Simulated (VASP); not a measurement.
Ge, 2 atoms in the cell. The cell holds a wire or tube with vacuum around it, 2 atoms: a = 9.000 Å, b = 9.300 Å, c = 4.490 Å, α = 90.00°, β = 90.00°, γ = 90.00°. 

```yaml
Program: VASP 6.6.1
Task: single point
Functional: PBE
Potentials_or_basis: VASP PAW PBE potentials, release 64 (Ge_d)
Cutoff: 410 eV
k_mesh: 1 × 1 × 14
Occupations: gaussian, width 0.05 eV
Spin: collinear spin
Starting_moments: "[0.5, 0.5] μB"
Dipole_correction: no
Further_INCAR_settings: ALGO = Normal; EDIFF = 1e-06; NBANDS = 25
```

Potentials or basis: VASP PAW PBE potentials, release 64 (Ge_d).

Run with:

```console
$ cat potpaw_PBE.64/Ge_d/POTCAR > POTCAR
$ mpirun -np 1 vasp_std > vasp.out
```

Hardware: 1 thread of Intel(R) Xeon(R) Platinum 8259CL CPU @ 2.50GHz (Skylake/Cascade Lake), with other jobs on the host.

Q: How long does it take, and how much memory?

A: Wall time 2.9 min on 1 thread of Intel(R) Xeon(R) Platinum 8259CL CPU @ 2.50GHz (Skylake/Cascade Lake), with other jobs on the host, peak memory 0.44 GiB. Counts: scf iterations 23, k points 8.
